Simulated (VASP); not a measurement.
# BaTe (P1) in VASP: single point with PBE

Aim: the single point of BaTe with PBE.

Everything below comes from runs of VASP 6.6.1. Logs are shortened: lines on timing, memory, paths and dates and some standing lists are left out, and cuts for length are marked.

**1. The cell of the first run**

The typed cell holds 2 atoms: a = 5.564 Å, b = 5.566 Å, c = 5.448 Å, α = 60.04°, β = 59.77°, γ = 60.57°.

**2. Single point, PBE (atoms moved at random and the cell strained at random)**

The input, INCAR:

```
SYSTEM = BaTe
PREC     = Accurate       ! precision mode
ENCUT    = 520            ! plane-wave cutoff, eV
EDIFF    = 1E-6           ! SCF threshold, eV
ISMEAR   = 0              ! smearing method
SIGMA    = 0.05           ! smearing width, eV
LREAL    = .FALSE.        ! projectors in reciprocal space
LASPH    = .TRUE.         ! aspherical terms in the spheres
NELM     = 100            ! most SCF steps
ALGO     = Normal         ! electronic algorithm
ISIF     = 2              ! what is computed and relaxed
LWAVE    = .FALSE.        ! write WAVECAR
LCHARG   = .FALSE.        ! write CHGCAR
GGA      = PE             ! functional
NBANDS   = 15             ! bands
```

The input, KPOINTS:

```
regular mesh
0
G
  8 8 8
  0 0 0
```

The input, POSCAR:

```
BaTe
1.0
   -0.0304897840      3.9363640904      3.9316107911
    3.9304893892     -0.0394859034      3.9406069106
    3.8445272583      3.8593980790      0.0464762275
Ba Te
1 1
Direct
    0.0244587453     -0.0078127421      0.0066729889
    0.2255412547      0.2578127421      0.2433270111
```

Potentials or basis: VASP PAW PBE potentials, release 64 (Ba_sv, Te).

Started as:

```bash
$ cat potpaw_PBE.64/Ba_sv/POTCAR potpaw_PBE.64/Te/POTCAR > POTCAR
$ mpirun -np 1 vasp_std > vasp.out
```

OUTCAR:

```text
SYSTEM = BaTe
   PREC = Accurate
   ENCUT = 520
   EDIFF = 1E-6
   ISMEAR = 0
   LREAL = .FALSE.
   LASPH = .TRUE.
   NELM = 100
   ISIF = 2
   GGA = PE

 ion  position               nearest neighbor table
   1  0.024  0.992  0.007-   2 3.18   2 3.36   2 3.40   2 3.64
   2  0.226  0.258  0.243-   1 3.18   1 3.36   1 3.40   1 3.64

  LATTYP: Found a triclinic cell.
 ALAT       =     5.4477062523
 B/A-ratio  =     1.0212707325
 C/A-ratio  =     1.0116487081
 COS(alpha) =     0.0012993895
 COS(beta)  =     0.4841546946
 COS(gamma) =     0.5034023430

  Lattice vectors:

 A1 = (  -3.8445272583,  -3.8593980790,  -0.0464762275)
 A2 = (   0.0304897840,  -3.9363640904,  -3.9316107911)
 A3 = (   0.0859621309,  -3.8988839824,   3.8941306831)

Analysis of symmetry for initial positions (statically):
=====================================================================
 Subroutine PRICEL returns:
 Original cell was already a primitive cell.

 Routine SETGRP: Setting up the symmetry group for a
 triclinic supercell.

 Subroutine GETGRP returns: Found  1 space group operations
 (whereof  1 operations were pure point group operations)
 out of a pool of  2 trial point group operations.

The static configuration has the point symmetry C_1 .

Analysis of symmetry for dynamics (positions and initial velocities):
=====================================================================
 Subroutine PRICEL returns:
 Original cell was already a primitive cell.

 Routine SETGRP: Setting up the symmetry group for a
 triclinic supercell.

 Subroutine GETGRP returns: Found  1 space group operations
 (whereof  1 operations were pure point group operations)
 out of a pool of  2 trial point group operations.

The dynamic configuration has the point symmetry C_1 .

 Subroutine INISYM returns: Found  1 space group operations
 (whereof  1 operations are pure point group operations),
 and found     1 'primitive' translations

----------------------------------------------------------------------------------------

                                     Primitive cell

  volume of cell :     119.6164

  direct lattice vectors                    reciprocal lattice vectors
    -0.030489784  3.936364090  3.931610791    -0.127158190  0.125125780  0.128085503
     3.930489389 -0.039485903  3.940606911     0.125323139 -0.126375655  0.127500328
     3.844527258  3.859398079  0.046476228     0.130976235  0.130193700 -0.129335378

  length of vectors
     5.563582955  5.565850231  5.447706252     0.219616853  0.218936130  0.225461335

  position of ions in fractional coordinates (direct lattice)
     0.024458745  0.992187258  0.006672989
     0.225541255  0.257812742  0.243327011

  ion indices of the primitive-cell ions
   primitive index   ion index
                 1           1
                 2           2

----------------------------------------------------------------------------------------

 KPOINTS: regular mesh

Automatic generation of k-mesh.
 Grid dimensions read from file:
 generate k-points for:    8    8    8

 Generating k-lattice:

  Cartesian coordinates                     Fractional coordinates (reciprocal lattice)
    -0.015894774  0.015640723  0.016010688     0.125000000 -0.000000000 -0.000000000
     0.015665392 -0.015796957  0.015937541     0.000000000  0.125000000  0.000000000
     0.016372029  0.016274213 -0.016166922     0.000000000  0.000000000  0.125000000

  Length of vectors
     0.027452107  0.027367016  0.028182667

  Shift w.r.t. Gamma in fractional coordinates (k-lattice)
     0.000000000  0.000000000  0.000000000

 Subroutine IBZKPT returns following result:
 ===========================================

 Found    260 irreducible k-points:

 Following reciprocal coordinates:
            Coordinates               Weight
  0.000000  0.000000  0.000000      1.000000
  0.125000 -0.000000 -0.000000      2.000000
  0.250000 -0.000000 -0.000000      2.000000
  0.375000  0.000000 -0.000000      2.000000
  0.500000 -0.000000 -0.000000      1.000000
  0.000000  0.125000  0.000000      2.000000
[... 16 lines left out ...]
  0.125000  0.375000 -0.000000      2.000000
  0.250000  0.375000 -0.000000      2.000000
 [... further k-points ...]
   k-points           NKPTS =    260   k-points in BZ     NKDIM =    260   number of bands    NBANDS=     15
   number of dos      NEDOS =    301   number of ions     NIONS =      2
   total plane-waves  NPLWV =  74088
   dimension x,y,z NGX =    42 NGY =   42 NGZ =   42
   dimension x,y,z NGXF=    84 NGYF=   84 NGZF=   84
   ions per type =               1   1
   NGX,Y,Z   is equivalent  to a cutoff of  12.55, 12.54, 12.82 a.u.
   NGXF,Y,Z  is equivalent  to a cutoff of  25.10, 25.09, 25.63 a.u.
 SYSTEM =  BaTe
   PREC   = accura    normal or accurate (medium, high low for compatibility)
   ISTART =      0    job   : 0-new  1-cont  2-samecut
   ICHARG =      2    charge: 1-file 2-atom 10-const
   ISPIN  =      1    spin polarized calculation?
   LNONCOLLINEAR =      F non collinear calculations
   LSORBIT =      F    spin-orbit coupling
   LASPH  =      T    aspherical Exc in radial PAW
   ENCUT  =  520.0 eV  38.22 Ry    6.18 a.u.  10.34 10.35 10.13*2*pi/ulx,y,z
   NELM   =    100;   NELMIN=  2; NELMDL= -5     # of ELM steps
   EDIFF  = 0.1E-05   stopping-criterion for ELM
   LREAL  =      F    real-space projection
   EDIFFG = 0.1E-04   stopping-criterion for IOM
   NSW    =      0    number of steps for IOM
   IBRION =     -1    ionic relax: 0-MD 1-quasi-New 2-CG
   NFREE  =      0    steps in history (QN), initial steepest desc. (CG)
   ISIF   =      2    stress and relaxation
   ISYM   =      2    0-nonsym 1-usesym 2-fastsym
   POTIM  = 0.5000    time-step for ionic-motion
   TEBEG  =    0.0;   TEEND  =   0.0 temperature during run
   PSTRESS=    0.0 pullay stress
   NELECT =      16.0000    total number of electrons
   NUPDOWN=      -1.0000    fix difference up-down
   EMIN   =  10.00;   EMAX   =-10.00  energy-range for DOS
   EFERMI =   0.00;   METHOD = LEGACY
   ISMEAR =     0;   SIGMA  =   0.05  broadening in eV -4-tet -1-fermi 0-gaus
   EFERMI_NEDOS =   21; number of points for ismear=-14 and -15
   IALGO  =     38    algorithm
   IMIX   =      4    mixing-type and parameters
     AMIX     =   0.40;   BMIX     =  1.00
     AMIX_MAG =   1.60;   BMIX_MAG =  1.00
  volume/ion in A,a.u.               =      59.81       403.61
  Fermi-wavevector in a.u.,A,eV,Ry     =   0.837242  1.582159  9.537343  0.700975
  Thomas-Fermi vector in A             =   1.951100
   LORBIT       =      0    0 simple, 1 ext, 2 COOP (PROOUT), +10 PAW based schemes
   GGA     = PE    functional components
   LHFCALC =     F    Hartree Fock is set to
   AEXX    =    0.0000 exact exchange contribution
   IVDW    =     0    specifies the selected vdW correction
   LEPSILON=     F    determine dielectric tensor
   LRPA    =     F    only Hartree local field effects (RPA)
 non-spin polarized calculation
 Gauss-broadening in eV      SIGMA  =   0.05
  energy-cutoff  :      520.00
  volume of cell :      119.62
 maximum number of plane-waves:      3240
 NGX is ok and might be reduce to    42
   NGX = 21   NGY = 21   NGZ = 21

 number of electron      16.0000000 magnetization

 Free energy of the ion-electron system (eV)
  ---------------------------------------------------
  ext. energy  EPLUGINS =         0.00000000
  ---------------------------------------------------
  free energy    TOTEN  =        -7.97696601 eV

  energy without entropy =       -7.97696601  energy(sigma->0) =       -7.97696601

 E-fermi :   0.3641     XC(G=0):  -6.6930

 val. band max:        0.1092587358   @ k =   0.5000   0.0000   0.5000
 cond. band min:       2.5902416928   @ k =   0.0000   0.0000   0.0000
 fundamental gap:      2.4809829570
 Fermi energy:         0.3640933951

 k-point     1 :       0.0000    0.0000    0.0000
  band No.  band energies     occupation
      1     -26.8399      2.00000
      2     -12.0598      2.00000
      3     -12.0435      2.00000
      4     -12.0278      2.00000
      5      -8.6900      2.00000
      6      -0.4626      2.00000
      7      -0.4151      2.00000
      8      -0.2777      2.00000
      9       2.5902      0.00000
     10       4.1644      0.00000
     11       4.1775      0.00000
     12       5.5727      0.00000
     13       6.2256      0.00000
     14       6.6870      0.00000
     15       7.5864      0.00000

 k-point     2 :       0.1250   -0.0000   -0.0000
  band No.  band energies     occupation
      1     -26.8395      2.00000
      2     -12.0743      2.00000
      3     -12.0495      2.00000
      4     -12.0295      2.00000
      5      -8.6615      2.00000
      6      -0.4411      2.00000
      7      -0.4304      2.00000
      8      -0.3495      2.00000
      9       2.9215      0.00000
     10       4.1101      0.00000
     11       4.1527      0.00000
     12       5.4643      0.00000
     13       6.3897      0.00000
     14       6.7196      0.00000
     15       7.4354      0.00000

 k-point     3 :       0.2500   -0.0000   -0.0000
  band No.  band energies     occupation
      1     -26.8385      2.00000
      2     -12.1164      2.00000
      3     -12.0559      2.00000
      4     -12.0333      2.00000
      5      -8.5949      2.00000
      6      -0.5564      2.00000
      7      -0.4000      2.00000
      8      -0.3471      2.00000
      9       3.6384      0.00000
     10       4.0670      0.00000
     11       4.1954      0.00000
     12       5.2894      0.00000
     13       6.3379      0.00000
     14       6.3856      0.00000
     15       6.5688      0.00000
[... 343 lines left out ...]
 k-point    23 :       0.1250    0.3750   -0.0000
  band No.  band energies     occupation
      1     -26.8370      2.00000
      2     -12.1984      2.00000
      3     -12.0617      2.00000
      4     -12.0550      2.00000
      5      -8.4199      2.00000
      6      -0.7185      2.00000
      7      -0.2208      2.00000
      8      -0.1298      2.00000
      9       3.5683      0.00000
     10       4.0374      0.00000
     11       4.3119      0.00000
     12       4.9077      0.00000
     13       5.5616      0.00000
     14       6.2441      0.00000
     15       6.7277      0.00000

 k-point    24 :       0.2500    0.3750   -0.0000
  band No.  band energies     occupation
      1     -26.8366      2.00000
      2     -12.2070      2.00000
      3     -12.0654      2.00000
      4     -12.0631      2.00000
      5      -8.3935      2.00000
      6      -0.8116      2.00000
      7      -0.1431      2.00000
      8      -0.0828      2.00000
      9       3.1619      0.00000
     10       4.2109      0.00000
     11       4.5976      0.00000
     12       5.1736      0.00000
     13       5.5137      0.00000
     14       5.9477      0.00000
     15       7.3858      0.00000

 [... further k-points ...]

------------------------ aborting loop because EDIFF is reached ----------------------------------------

  FORCE on cell =-STRESS in cart. coord.  units (eV):
  Direction    XX          YY          ZZ          XY          YZ          ZX
  --------------------------------------------------------------------------------------
  -------------------------------------------------------------------------------------
  Total        0.6500652      0.3339076      0.5561188      0.9419591      0.1574944      1.0523721
  in kB        8.7071637      4.4724569      7.4488189     12.6168776      2.1095260     14.0957808
  external PRESSURE =       6.8761465 kB  Pullay stress =       0.0000000 kB

 VOLUME and BASIS-vectors are now :
 -----------------------------------------------------------------------------
  energy-cutoff  :      520.00
  volume of cell :      119.62
      direct lattice vectors                 reciprocal lattice vectors
    -0.030489784  3.936364090  3.931610791    -0.127158190  0.125125780  0.128085503
     3.930489389 -0.039485903  3.940606911     0.125323139 -0.126375655  0.127500328
     3.844527258  3.859398079  0.046476228     0.130976235  0.130193700 -0.129335378

 POSITION                                       TOTAL-FORCE (eV/Angst)
 -----------------------------------------------------------------------------------
      3.92469      0.08285      4.00629        -0.192520     -0.608480     -0.515570
      1.94193      1.81673      1.91399         0.192520      0.608480      0.515570
 -----------------------------------------------------------------------------------
    total drift:                               -0.000106     -0.000227     -0.000330

  FREE ENERGIE OF THE ION-ELECTRON SYSTEM (eV)
  ---------------------------------------------------
  free  energy   TOTEN  =        -7.9769660073 eV

  energy  without entropy=       -7.9769660073  energy(sigma->0) =       -7.97696601
```

Run time: 8.7 min. Hardware: 1 thread of Intel Xeon Platinum 8259CL at 2.50GHz (Skylake/Cascade Lake), shared host; peak memory 0.63 GiB.

What came out:

```
Free energy            : -7.9770 eV
Pressure               : 0.7 GPa
Largest force          : 0.820 eV/Å
Band gap on the k mesh : 2.48 eV (least direct gap 2.81 eV)
```

Forces on the atoms (eV/Å):
```
Ba  -0.193 -0.608 -0.516
Te   0.193  0.608  0.516
```

Levels at points of the mesh, in eV from the valence-band top:
```
           k point  band 5  band 6  band 7  band 8  band 9  band 10  band 11  band 12
(0.00, 0.00, 0.00)   -8.80   -0.57   -0.52   -0.39    2.48     4.06     4.07     5.46
(0.50, 0.00, 0.00)   -8.61   -0.76   -0.49   -0.39    4.12     4.28     4.36     4.59
(0.00, 0.50, 0.00)   -8.49   -0.82   -0.33   -0.21    3.82     4.00     4.41     4.49
(0.50, 0.50, 0.00)   -8.41   -1.05   -0.11   -0.07    2.86     3.88     4.76     4.92
(0.00, 0.00, 0.50)   -8.52   -0.75   -0.41   -0.26    3.99     4.00     4.33     4.57
(0.50, 0.00, 0.50)   -8.44   -1.03   -0.11    0.00    2.81     3.91     4.79     4.90
(0.00, 0.50, 0.50)   -8.39   -1.04   -0.11   -0.06    2.87     3.85     4.77     4.87
(0.50, 0.50, 0.50)   -8.42   -0.77   -0.24   -0.16    3.53     4.01     4.43     4.46
```

Caveat: the cell differs from its parent crystal (atoms moved at random and the cell strained at random); spin-orbit coupling is left out, which moves the levels of the heavy elements. A k mesh can miss the band edges.
